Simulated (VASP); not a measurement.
Input of a VASP 6.6.1 run:

Contents of INCAR:

```
PREC = Accurate ; ENCUT = 520
EDIFF = 1E-7 ; ISMEAR = -1
SIGMA = 0.02 ; LREAL = Auto
LASPH = True ; NELM = 80
ALGO = Normal ; ISIF = 2
LWAVE = False ; LCHARG = False
GGA = PE ; IVDW = 12
NBANDS = 64
```

KPOINTS

```
Automatic mesh
0
Gamma
  1 1 1
```

Contents of POSCAR:

```
H6C2O
1.0
    7.9602190000      0.0000000000      0.0000000000
    0.0000000000      7.9602190000      0.0000000000
    0.0000000000      0.0000000000      7.9602190000
C O H
8 4 24
Direct
    0.8701645018     -0.0218838200      0.4461058169
    0.9406776371     -0.0006029985      0.6197191308
    0.5088679093      0.5507511791      0.1396695242
    0.6583110339      0.5270081137      0.2403953962
    0.2373175914      0.1196826369     -0.0933768279
    0.1321822930      0.2079339777      0.0391949015
    0.2469655672      0.6312891643      0.5635272095
    0.1675456416      0.5045464201      0.6844284058
    0.8319369103      0.1473703173      0.6714011260
    0.7362360257      0.3573017275      0.1879470904
   -0.0316574205      0.1484758145      0.0118087203
    0.1004118103      0.3497642464      0.6120434626
    0.8518232978      0.1377851539      0.7935962566
    0.9092463411     -0.1192178255      0.6934482581
    1.0718172452      0.0537171151      0.6304097915
    0.9227509947     -0.1184892024      0.3640854605
    0.7298794166     -0.0284414286      0.4371990268
    0.9001636764      0.1117054694      0.3920495152
    0.7661472630      0.3062101683      0.2988862492
    0.7605820895      0.6103224044      0.2002080596
    0.6297816681      0.5264302402      0.3712837549
    0.4885167104      0.6783858585      0.1442799501
    0.5037801096      0.5062423534      0.0124996561
    0.4051521698      0.4999108693      0.2058109205
   -0.1118059692      0.2180216399      0.0715181329
    0.1841532249      0.1613397822      0.1466793816
    0.1283381776      0.3397142717      0.0318835449
    0.3660828929      0.1264161200     -0.0373859061
    0.1972558795     -0.0126880931     -0.0955878224
    0.2461113193      0.1776458663     -0.2258354952
   -0.0224240062      0.3294381725      0.6250581799
    0.2348427851      0.4923231383      0.7942871923
    0.0601993488      0.5775343618      0.7345652174
    0.3398524588      0.7012244261      0.6500072423
    0.3257824942      0.5956243164      0.4475002509
    0.1517043689      0.7288744192      0.5204505052
```

Potentials or basis: VASP PAW PBE potentials, release 64 (C, O, H).

Command:

```sh
$ cat potpaw_PBE.64/C/POTCAR potpaw_PBE.64/O/POTCAR potpaw_PBE.64/H/POTCAR > POTCAR
$ mpirun -np 1 vasp_gam > vasp.out
```

Q: Predict the dispersion energy per atom.

A: -0.030 eV.

Q: Estimate the pressure.

A: 0.3 GPa.

Forces on the atoms (eV/Å):
```
C    0.327  2.129 -1.747
C   -1.471  0.642 -0.062
C   -0.906 -0.777  0.053
C    2.883 -2.052 -2.151
C    1.868  0.982 -0.642
C   -0.739 -1.024 -3.390
C    1.328  1.479 -0.185
C   -3.496  0.568 -2.501
O    0.743 -1.431  1.205
O   -0.359  0.210  2.271
O   -1.503 -0.716 -0.066
O    0.857  0.687 -0.120
H   -0.156  0.792  0.208
H    0.590  1.153  0.097
H   -0.807 -1.217 -0.279
H    0.308 -0.042 -0.024
H    0.673 -0.234  0.583
H   -0.270 -1.749 -0.122
H   -0.167  0.160 -1.075
H   -0.124  0.499  0.600
H    0.168  0.099  1.049
H   -0.727  2.834 -0.410
H    0.523 -0.250 -0.689
H   -1.260 -0.844  0.400
H   -0.408  0.413  0.287
H    0.755 -0.616  3.228
H    0.508  1.778  0.046
H   -0.135 -0.354 -0.617
H    0.136  0.108 -0.164
H   -0.480 -0.639  1.510
H    0.593  0.233  0.427
H    2.016 -1.280  1.807
H   -0.268 -0.092 -0.035
H   -0.803 -0.292 -1.019
H   -0.985 -0.269  1.345
H    0.787 -0.891  0.180
```

Caveat: the k points lie up to 0.79 Å⁻¹ apart.
